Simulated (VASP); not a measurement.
**Ga: single point with revPBE**

Crystal: Ga.

```
Ga
1.0
     3.14157    0.00000    0.00000
    -1.57079    2.72068    0.00000
     0.00000    0.00000    4.95749
Ga
2
Cartesian
  0.0000 1.8138 1.2394
  1.5708 0.9069 3.7181
```

This cell differs from its parent crystal: volume scaled by 1.08.

| Property | Result |
| --- | --- |
| Program | VASP 6.6.1 |
| Task | single point |
| Functional | revPBE |
| Potentials or basis | VASP PAW PBE potentials, release 64 (Ga_d) |
| Cutoff | 520 eV |
| k mesh | 13 × 13 × 8 |
| Occupations | fermi-dirac, width 0.1 eV |
| Spin | no spin polarisation |

```
Pressure               : -2.6 GPa
Band gap on the k mesh : zero (band 13 reaches 8.82 eV, above the bottom of band 14 at 1.99 eV)
```

Stress tensor (GPa, compression positive):
```
-2.55  0.00  0.00
 0.00 -2.55  0.00
 0.00  0.00 -2.74
```

Levels at points of the mesh, in eV from the Fermi level:
| k point | band 10 | band 11 | band 12 | band 13 | band 14 | band 15 | band 16 | band 17 |
| --- | --- | --- | --- | --- | --- | --- | --- | --- |
| (0.00, 0.00, 0.00) | -14.70 | -10.22 | -4.47 | -3.33 | 8.32 | 8.32 | 10.23 | 10.23 |
| (0.00, 0.00, 0.50) | -14.74 | -8.67 | -8.67 | 3.83 | 3.83 | 9.43 | 9.43 | 9.43 |

Wall time 46 s on 1 thread of Intel(R) Xeon(R) Platinum 8488C (Sapphire Rapids), with other jobs on the host, peak memory 0.2 GiB.

Caveat: the PAW data sets were made with another functional, which shifts forces and pressure a little.
